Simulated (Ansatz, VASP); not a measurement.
## Two plane-wave programs on Al3B2Sb

```
CELL_PARAMETERS angstrom
3.51327 0.00000 0.00000
-1.75664 3.04258 0.00000
0.00000 0.00000 8.66990
ATOMIC_POSITIONS crystal
Al 0.66667 0.33333 0.34363
Al 0.66667 0.33333 0.06813
Al 0.00000 0.00000 0.85877
B 0.33333 0.66667 0.97932
B 0.33333 0.66667 0.19039
Sb 0.00000 0.00000 0.55976
```

Change from the starting cell: species swapped into the Tb2In3Cu type (P3m1, No. 156).

Alike in both runs: task single point; functional PBE; k mesh 6 × 6 × 2; occupations gaussian, width 0.1 eV; no spin polarisation.

|  | VASP | Ansatz |
| --- | --- | --- |
| version | VASP 6.6.1 | Ansatz 0.2.0 |
| potentials or method | VASP PAW PBE potentials, release 64 (Al, B, Sb), cutoff 500 eV | scalar-relativistic, plane waves, PAW |
| valence electrons in the cell | 20 | 30 |

Ansatz gave:

```
gap on the k mesh at the Fermi level (eV)                     : none
pressure (GPa)                                                : 2.0
traceless stress, the component that is largest in VASP (GPa) : 3.12
rms of the force components (eV/Å)                            : 0.077
```

Problem. Which values does VASP return?

Solution. gap on the k mesh at the Fermi level (eV): none; pressure (GPa): 2.1; traceless stress, the component that is largest in VASP (GPa): 3.22; rms of the force components (eV/Å): 0.082.

Atom by atom the forces differ by 0.009 eV/Å (rms over components). A gap of «none» marks a metal or a gap that the smearing closes. VASP's potentials hold 20 valence electrons a cell and Ansatz's 30, so a difference there can come from the potentials and not from the codes.

The k mesh is coarse, so the values compare programs but aren't converged. Neither program's run includes spin-orbit coupling.
